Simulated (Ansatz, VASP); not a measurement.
## Two plane-wave programs on Sc

File INCAR:

```
PREC = Accurate
ENCUT = 500
EDIFF = 1E-6
ISMEAR = -1
SIGMA = 0.1
LREAL = False
LASPH = True
NELM = 120
ALGO = Normal
ISIF = 2
LWAVE = False
LCHARG = True
GGA = CA
LELF = True
LVHAR = True
NBANDS = 18
GGA_COMPAT = False
```

The input KPOINTS:

```
Automatic mesh
0
Gamma
  12 12 7
```

POSCAR

```
Sc
1.0
    3.2269060027      0.0000000000      0.0000000000
   -1.6134530014      2.7945825740      0.0000000000
    0.0000000000      0.0000000000      5.0094253455
Sc
2
Direct
    0.3333333333      0.6666666667      0.2500000000
    0.6666666667      0.3333333333      0.7500000000
```

Input for Ansatz:

```yaml
crystal:
  lattice:
    - [3.2269060027, 0.0, 0.0]
    - [-1.6134530014, 2.794582574, 0.0]
    - [0.0, 0.0, 5.0094253455]
  atoms:
    - { symbol: Sc, position: [0.3333333333, 0.6666666667, 0.25] }
    - { symbol: Sc, position: [0.6666666667, 0.3333333333, 0.75] }
hamiltonian:
  xc: lda
  pseudopotentials:
    kind: paw
    azcp:
      Sc: "pseudopotentials/Sc.paw.azcp"
basis:
  ecutwfc: 420
  fft_grid_basis: typed
kpoints:
  mp_grid: { grid: [12, 12, 7], shift: [0, 0, 0] }
magnetization:
  spin_polarized: false
scf:
  occupations: { method: fermi_dirac, width: 0.1 }
  lower_state_search: "off"
output:
  stress: true
```

Alike in both runs: task single point; functional LDA; k mesh 12 × 12 × 7; occupations fermi-dirac, width 0.1 eV; no spin polarisation.

```csv
,VASP,Ansatz
version,VASP 6.6.1,Ansatz 0.2.0
potentials or method,"VASP PAW LDA potentials, release 64 (Sc_sv), cutoff 500 eV","plane waves (420 eV) with PAW, scalar-relativistic"
valence electrons in the cell,22,22
```

VASP gave:

* pressure (GPa): 0.1

Question: Estimate Ansatz's values.

Answer: Pressure (GPa): 0.0.

Ansatz warns that its potentials were made for another functional, while VASP's fit it. LDA's correlation is that of Perdew and Zunger in VASP and of Perdew and Wang (1992) in Ansatz.
